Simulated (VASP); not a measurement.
A run of VASP 6.6.1 is set up as follows.

File INCAR:

```
  PREC = Accurate
  ENCUT = 520
  EDIFF = 1E-6
  ISMEAR = 1
  SIGMA = 0.1
  LREAL = F
  LASPH = T
  NELM = 100
  ALGO = Normal
  ISIF = 2
  LWAVE = F
  LCHARG = F
  GGA = PE
  NBANDS = 20
```

Contents of KPOINTS:

```
regular mesh
0
Gamma
  5 5 5
```

File POSCAR:

```
Na3Al
1.0
    0.0000000000      3.7279368613      3.7279368613
    3.7279368613      0.0000000000      3.7279368613
    3.7279368613      3.7279368613      0.0000000000
Na Al
3 1
Direct
    0.2500000000      0.2500000000      0.2500000000
    0.7500000000      0.7500000000      0.7500000000
    0.5000000000      0.5000000000      0.5000000000
    0.0000000000      0.0000000000      0.0000000000
```

Potentials or basis: VASP PAW PBE potentials, release 64 (Na_pv, Al).

The run is started by

```sh
$ cat potpaw_PBE.64/Na_pv/POTCAR potpaw_PBE.64/Al/POTCAR > POTCAR
$ mpirun -np 1 vasp_std > vasp.out
```

Q: What does it give for the pressure?

A: 1.6 GPa.

Q: Predict the band gap on the k mesh.

A: Zero (band 12 reaches 2.96 eV, above the bottom of band 13 at 1.34 eV).
